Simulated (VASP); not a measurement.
A run of VASP 6.6.1:

Contents of POSCAR:

```
LiCl
1.0
   10.0000000000      0.0000000000      0.0000000000
    0.0000000000      9.3000000000      0.0000000000
    0.0000000000      0.0000000000      4.3507400382
Li Cl
1 1
Direct
    0.5006614546      0.5000000000      0.0000000000
    0.4993385454      0.5000000000      0.5000000000
```

The input INCAR.step1:

```
SYSTEM = LiCl
PREC = Accurate
ENCUT = 520
ISMEAR = 0
SIGMA = 0.05
LREAL = .FALSE.
LASPH = .TRUE.
NELM = 150
ISPIN = 2
MAGMOM = 0.5 0.5
NBANDS = 16
GGA = PE
ALGO = Normal
EDIFF = 1E-4
LWAVE = .TRUE.
LCHARG = .FALSE.
```

Contents of INCAR.step2:

```
SYSTEM = LiCl
PREC = Accurate
ENCUT = 520
EDIFF = 1E-7
ISMEAR = 0
SIGMA = 0.05
LREAL = .FALSE.
LASPH = .TRUE.
NELM = 150
ALGO = Normal
ISIF = 2
LWAVE = .FALSE.
LCHARG = .FALSE.
ISPIN = 2
MAGMOM = 0.5 0.5
LORBIT = 11
METAGGA = R2SCAN
LMIXTAU = .TRUE.
NBANDS = 16
ISTART = 1
```

File KPOINTS:

```
Automatic mesh
0
G
  1 1 16
  0 0 0
```

Potentials or basis: VASP PAW PBE potentials, release 64 (Li_sv, Cl).

Launch:

```sh
$ cat potpaw_PBE.64/Li_sv/POTCAR potpaw_PBE.64/Cl/POTCAR > POTCAR
$ cp INCAR.step1 INCAR
$ mpirun -np 1 vasp_std > vasp.out
$ cp INCAR.step2 INCAR
$ mpirun -np 1 vasp_std > vasp.out
```

Hardware: 1 thread of Oxide Virtual Turin-like Processor (shared host).

Q: Estimate the wall time of this run.

A: Run time: 14 min on 1 thread of Oxide Virtual Turin-like Processor (shared host), peak memory 0.64 GiB. Counts: k points 9.
